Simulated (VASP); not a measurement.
Write the native input for VASP 6.6.1 that does the following.

```yaml
Task: single point
Functional: PBE
Potentials_or_basis: VASP PAW PBE potentials, release 64 (Ni, Mo_sv, Pd, Ir, W_sv)
Cutoff: 520 eV
k_mesh: 12 × 12 × 2
Occupations: gaussian, width 0.1 eV
Spin: no spin polarisation
Dipole_correction: no
Further_INCAR_settings: ALGO = Fast; EDIFF = 1e-06; NBANDS = 68
```

The structure of NiMoIrPdW lies in POSCAR:

```
NiMoIrPdW
1.0
    2.7961073700      0.0000000000      0.0000000000
   -1.3980536850      2.4215000142      0.0000000000
    0.0000000000      0.0000000000     22.2723789247
Ni Mo Pd Ir W
2 2 2 2 2
Direct
    0.3333333333      0.6666666667      0.8493873054
    0.6666666667      0.3333333333      0.1506126946
    0.6666666667      0.3333333333      0.7594005356
    0.3333333333      0.6666666667      0.2405994644
    0.3333333333      0.6666666667      0.0539036827
    0.6666666667      0.3333333333      0.9460963173
    0.3333333333      0.6666666667      0.6574830709
    0.6666666667      0.3333333333      0.3425169291
    0.3333333333      0.6666666667      0.4442891097
    0.6666666667      0.3333333333      0.5557108903
```

The input as run:

INCAR

```
SYSTEM = NiMoIrPdW
ALGO = Fast
EDIFF = 1E-6
ENCUT = 520
GGA = PE
ISIF = 2
ISMEAR = 0
LASPH = .TRUE.
LCHARG = .FALSE.
LREAL = .FALSE.
LWAVE = .FALSE.
NBANDS = 68
NELM = 100
PREC = Accurate
SIGMA = 0.1
```

KPOINTS

```
k-points
0
G
  12 12 2
  0 0 0
```

Potentials or basis: VASP PAW PBE potentials, release 64 (Ni, Mo_sv, Pd, Ir, W_sv).

Launch:

```console
$ cat potpaw_PBE.64/Ni/POTCAR potpaw_PBE.64/Mo_sv/POTCAR potpaw_PBE.64/Pd/POTCAR potpaw_PBE.64/Ir/POTCAR potpaw_PBE.64/W_sv/POTCAR > POTCAR
$ mpirun -np 1 vasp_std > vasp.out
```

It gave:

| Item | Value |
| --- | --- |
| Pressure | -6.3 GPa |
| Largest force | 0.020 eV/Å |
| Band gap on the k mesh | zero (bands 57 and 58 overlap by 1.67 eV) |

Caveat: the cell stands under tension; spin-orbit coupling is left out, which moves the levels of the heavy elements.

Wall time 30 min on 1 thread of Intel Xeon 8259CL (shared host), peak memory 0.57 GiB.
